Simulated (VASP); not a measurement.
Here is a VASP 6.6.1 calculation.

Contents of INCAR:

```
  ALGO = Normal
  EDIFF = 1E-7
  ENCUT = 520
  GGA = PE
  ISIF = 2
  ISMEAR = -1
  LASPH = True
  LCHARG = False
  LREAL = False
  LWAVE = False
  NBANDS = 19
  NELM = 80
  PREC = Accurate
  SIGMA = 0.08
```

The input KPOINTS:

```
k-points
0
Gamma
  15 15 8
```

File POSCAR:

```
Cd
1.0
    2.6042704365      0.0000000000      0.0000000000
   -1.3021352182      2.2553643563      0.0000000000
    0.0000000000      0.0000000000      4.2418529434
Cd
2
Direct
    0.3333333333      0.6666666667      0.2500000000
    0.6666666667      0.3333333333      0.7500000000
```

Potentials or basis: VASP PAW PBE potentials, release 64 (Cd).

The run is started by

```sh
$ cat potpaw_PBE.64/Cd/POTCAR > POTCAR
$ mpirun -np 1 vasp_std > vasp.out
```

(1) Predict the band gap on the k mesh.

(2) Estimate the pressure.

Results:

(1) zero (band 12 reaches 10.75 eV, above the bottom of band 13 at 8.13 eV).

(2) 146.5 GPa.
